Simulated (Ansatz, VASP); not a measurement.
Two plane-wave programs on InSb

INCAR

```
PREC = Accurate ; ENCUT = 500
EDIFF = 1E-6 ; ISMEAR = 0
SIGMA = 0.1 ; LREAL = False
LASPH = True ; NELM = 120
ALGO = Normal ; ISIF = 2
LWAVE = False ; LCHARG = False
NBANDS = 16 ; GGA_COMPAT = False
```

The input KPOINTS:

```
regular mesh
0
Gamma
  6 6 6
```

The input POSCAR:

```
InSb
1.0
    0.0000000000      3.3166107100      3.3166107100
    3.3166107100      0.0000000000      3.3166107100
    3.3166107100      3.3166107100      0.0000000000
In Sb
1 1
Direct
    0.0000000000      0.0000000000      0.0000000000
    0.7500000000      0.7500000000      0.7500000000
```

Input for Ansatz:

```yaml
crystal:
  lattice:
    - [0.0, 3.31661071, 3.31661071]
    - [3.31661071, 0.0, 3.31661071]
    - [3.31661071, 3.31661071, 0.0]
  atoms:
    - { symbol: In, position: [0.0, 0.0, 0.0] }
    - { symbol: Sb, position: [0.75, 0.75, 0.75] }
basis:
  ecutwfc: 420
kpoints:
  mp_grid: { grid: [6, 6, 6] }
hamiltonian:
  xc: lda
  pseudopotentials: { kind: paw, azcp: { folder: soft_1 } }
scf:
  occupations: { method: gaussian, width: 0.1 }
output:
  forces: true
  stress: true
  eigenvalues: true
```

Alike in both runs: task single point; functional LDA; k mesh 6 × 6 × 6; occupations gaussian, width 0.1 eV; no spin polarisation.

```csv
,VASP,Ansatz
version,VASP 6.6.1,Ansatz 0.2.0
potentials or method,"VASP PAW LDA potentials, release 64 (In_d, Sb), cutoff 500 eV","scalar-relativistic, plane waves, PAW"
valence electrons in the cell,18,28
```

```csv
,VASP,Ansatz,Ansatz less VASP
gap on the k mesh at the Fermi level (eV),none,none,-
pressure (GPa),-3.1,-3.1,-0.05
```

Ansatz warns that its potentials were made for another functional, while VASP's fit it. LDA's correlation is that of Perdew and Zunger in VASP and of Perdew and Wang (1992) in Ansatz. A gap of «none» marks a metal or a gap that the smearing closes. VASP's potentials hold 18 valence electrons a cell and Ansatz's 28, so a difference there can come from the potentials and not from the codes.

Neither program's run includes spin-orbit coupling.
